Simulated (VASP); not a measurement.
Write the native input for VASP 6.6.1 that does the following.

```
Task                   : single point
Functional             : PBE
Potentials or basis    : VASP PAW PBE potentials, release 64 (Si, Ru_pv)
Cutoff                 : 500 eV
k mesh                 : 3 × 3 × 3
Occupations            : gaussian, width 0.2 eV
Spin                   : no spin polarisation
Dipole correction      : no
Further INCAR settings : ALGO = Normal; EDIFF = 1e-06; NBANDS = 41
```

The structure of Si4Ru lies in POSCAR:

```
Si4Ru
1.0
    0.0000000000      4.3815075920      4.3815075920
    4.3815075920      0.0000000000      4.3815075920
    4.3815075920      4.3815075920      0.0000000000
Si Ru
8 2
Direct
    0.4016375954      0.4016375954      0.4016375954
    0.4016375954      0.4016375954      0.7950872137
    0.4016375954      0.7950872137      0.4016375954
    0.7950872137      0.4016375954      0.4016375954
    0.8483624046      0.8483624046      0.8483624046
    0.8483624046      0.8483624046      0.4549127863
    0.8483624046      0.4549127863      0.8483624046
    0.4549127863      0.8483624046      0.8483624046
    0.2500000000      0.2500000000      0.2500000000
    0.0000000000      0.0000000000      0.0000000000
```

The cell was built from a structure type or drawn by symmetry, and may not be a known phase.

The input as run:

INCAR

```
ALGO = Normal
EDIFF = 1E-6
ENCUT = 500
GGA = PE
GGA_COMPAT = F
ISIF = 2
ISMEAR = 0
LASPH = T
LCHARG = T
LELF = T
LREAL = F
LVHAR = T
LWAVE = F
NBANDS = 41
NELM = 120
PREC = Accurate
SIGMA = 0.2
```

KPOINTS

```
k-points
0
Gamma
  3 3 3
```

Potentials or basis: VASP PAW PBE potentials, release 64 (Si, Ru_pv).

The run is started by

```bash
$ cat potpaw_PBE.64/Si/POTCAR potpaw_PBE.64/Ru_pv/POTCAR > POTCAR
$ mpirun -np 1 vasp_std > vasp.out
```

It gave:

```
Pressure               : 0.7 GPa
Largest force          : 0.080 eV/Å
Band gap on the k mesh : zero (bands 30 and 31 overlap by 0.15 eV)
```

Caveat: the k points lie up to 0.41 Å⁻¹ apart.

Wall time 26 s on 1 thread of AMD EPYC 9R45 96-Core Processor (Zen 5), on a shared host, peak memory 0.27 GiB.
